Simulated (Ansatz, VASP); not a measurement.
**Sc in VASP and in Ansatz**

```
Sc
1.0
     0.00000    2.30432    2.30432
     2.30432    0.00000    2.30432
     2.30432    2.30432    0.00000
Sc
1
Direct
  0.00000 0.00000 0.00000
```

Change from the starting cell: volume scaled by 1.06.

Alike in both runs: task single point; functional PBE; k mesh 10 × 10 × 10; occupations fermi-dirac, width 0.05 eV; no spin polarisation.

```csv
,VASP,Ansatz
version,VASP 6.6.1,Ansatz 0.2.0
potentials or method,"VASP PAW PBE potentials, release 64 (Sc_sv), cutoff 520 eV","all-electron LAPW, scalar-relativistic"
```

```csv
,VASP,Ansatz,Ansatz less VASP
gap on the k mesh at the Fermi level (eV),none,none,-
pressure (GPa),0.4,0.4,-0.02
```

A gap of «none» marks a metal or a gap that the smearing closes. Ansatz ran all-electron here, and VASP with PAW potentials.
